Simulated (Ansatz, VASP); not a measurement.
**One calculation of Sc5Mo, two programs**

```
CELL_PARAMETERS angstrom
5.47897 0.00000 0.00000
-2.73948 4.74493 0.00000
0.00000 0.00000 5.38019
ATOMIC_POSITIONS crystal
Sc 0.33333 0.66667 0.00000
Sc 0.66667 0.33333 0.00000
Sc 0.50000 0.00000 0.50000
Sc 0.50000 0.50000 0.50000
Sc 0.00000 0.50000 0.50000
Mo 0.00000 0.00000 0.00000
```

Change from the starting cell: species swapped into the ErZn5 type (P6/mmm, No. 191).

Alike in both runs: functional PBE; k mesh 6 × 6 × 4; occupations gaussian, width 0.1 eV; no spin polarisation.

Ansatz relaxed the structure, and its values are those at the end. VASP's run is a single point on that final structure, the one shown.

```csv
,VASP,Ansatz
version,VASP 6.6.1,Ansatz 0.2.0
potentials or method,"VASP PAW PBE potentials, release 64 (Sc_sv, Mo_sv), cutoff 520 eV","scalar-relativistic, plane waves, PAW"
valence electrons in the cell,69,69
```

|  | VASP | Ansatz | Ansatz less VASP |
| --- | --- | --- | --- |
| gap on the k mesh at the Fermi level (eV) | none | none | - |
| pressure (GPa) | 0.2 | 0.0 | -0.11 |

A gap of «none» marks a metal or a gap that the smearing closes.
